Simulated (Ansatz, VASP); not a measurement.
Bi2H3: VASP beside Ansatz

```
Bi H
1.0
     5.36899    0.00000    0.00000
    -2.68450    4.64969    0.00000
     0.00000    0.00000    4.07583
Bi H
2 3
Direct
  0.33333 0.66667 0.00000
  0.66667 0.33333 0.00000
  0.33333 0.66667 0.50000
  0.66667 0.33333 0.50000
  0.00000 0.00000 0.50000
```

Alike in both runs: functional PBE; k mesh 12 × 12 × 10; occupations gaussian, width 0.1 eV; no spin polarisation.

Ansatz relaxed the structure, and its values are those at the end. VASP's run is a single point on that final structure, the one shown.

|  | VASP | Ansatz |
| --- | --- | --- |
| version | VASP 6.6.1 | Ansatz 0.2.0 |
| potentials or method | VASP PAW PBE potentials, release 64 (Bi_d, H), cutoff 520 eV | scalar-relativistic, plane waves, PAW |
| valence electrons in the cell | 33 | 33 |

Ansatz gave:

```
gap on the k mesh at the Fermi level (eV) : none
pressure (GPa)                            : 0.0
```

Q: What did VASP give for the same quantities?

A: gap on the k mesh at the Fermi level (eV): none; pressure (GPa): -0.1.

A gap of «none» marks a metal or a gap that the smearing closes.

Neither program's run includes spin-orbit coupling.
